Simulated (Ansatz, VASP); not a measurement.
# Two plane-wave programs on Al

File INCAR:

```
SYSTEM = Al
PREC = Accurate
ENCUT = 500
EDIFF = 1E-6
ISMEAR = 0
SIGMA = 0.1
LREAL = .FALSE.
LASPH = .TRUE.
NELM = 120
ALGO = Normal
ISIF = 2
LWAVE = .FALSE.
LCHARG = .TRUE.
GGA = PE
IVDW = 12
LELF = .TRUE.
LVHAR = .TRUE.
NBANDS = 8
GGA_COMPAT = .FALSE.
```

File KPOINTS:

```
regular mesh
0
G
  8 8 8
  0 0 0
```

File POSCAR:

```
Al
1.0
    0.0000000000      2.0100000000      2.0100000000
    2.0100000000      0.0000000000      2.0100000000
    2.0100000000      2.0100000000      0.0000000000
Al
1
Direct
    0.0000000000      0.0000000000      0.0000000000
```

Input for Ansatz:

```yaml
crystal:
  lattice:
    - [0.0, 2.01, 2.01]
    - [2.01, 0.0, 2.01]
    - [2.01, 2.01, 0.0]
  atoms:
    - { symbol: Al, position: [0.0, 0.0, 0.0] }
basis:
  ecutwfc: 420
kpoints:
  mp_grid: { grid: [8, 8, 8] }
hamiltonian:
  xc: pbe
  dispersion: d3bj
  pseudopotentials: { kind: paw, azcp: { folder: soft_1 } }
scf:
  occupations: { method: gaussian, width: 0.1 }
output:
  forces: true
  stress: true
  eigenvalues: true
```

Alike in both runs: task single point; functional PBE; dispersion D3(BJ); k mesh 8 × 8 × 8; occupations gaussian, width 0.1 eV; no spin polarisation.

|  | VASP | Ansatz |
| --- | --- | --- |
| version | VASP 6.6.1 | Ansatz 0.2.0 |
| potentials or method | VASP PAW PBE potentials, release 64 (Al), cutoff 500 eV | scalar-relativistic, plane waves, PAW |
| valence electrons in the cell | 3 | 3 |

|  | VASP | Ansatz | Ansatz less VASP |
| --- | --- | --- | --- |
| gap on the k mesh at the Fermi level (eV) | none | none | - |
| pressure (GPa) | -2.1 | -2.1 | +0.01 |

A gap of «none» marks a metal or a gap that the smearing closes.
